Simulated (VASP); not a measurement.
SrO: single point with PBE

Crystal: SrO.

```
Sr O
1.0
     0.00000    2.49350    2.49350
     2.49350    0.00000    2.49350
     2.49350    2.49350    0.00000
Sr O
1 1
Direct
  0.00000 0.00000 0.00000
  0.50000 0.50000 0.50000
```

This cell differs from its parent crystal: strain -0.040 along x and y, -0.040 along z.

- Program: VASP 6.6.1
- Task: single point
- Functional: PBE
- Potentials or basis: VASP PAW PBE potentials, release 64 (Sr_sv, O)
- Cutoff: 520 eV
- k mesh: 8 × 8 × 8
- Occupations: gaussian, width 0.05 eV
- Spin: no spin polarisation
- Dipole correction: no
- Further INCAR settings: ALGO = Normal; EDIFF = 1e-07; NBANDS = 15

| Quantity | Value |
| --- | --- |
| Pressure | 14.5 GPa |
| Band gap on the k mesh | 3.19 eV, indirect (least direct gap 3.20 eV) |

Levels at points of the mesh, in eV from the valence-band top:
```csv
k point,band 5,band 6,band 7,band 8,band 9,band 10,band 11,band 12
"(0.00, 0.00, 0.00)",-13.62,0.00,0.00,0.00,4.68,6.40,6.40,6.40
"(0.50, 0.00, 0.00)",-12.37,-2.35,-1.33,-1.33,6.95,9.22,9.38,9.38
"(0.50, 0.50, 0.00)",-14.10,-0.25,-0.01,-0.01,3.19,8.53,10.79,11.24
```

It took 11 s on 1 thread of Intel Xeon 6975P-C, on a shared host, peak memory 0.16 GiB.

Caveat: the cell differs from its parent crystal (strain -0.040 along x and y, -0.040 along z). A k mesh can miss the band edges.
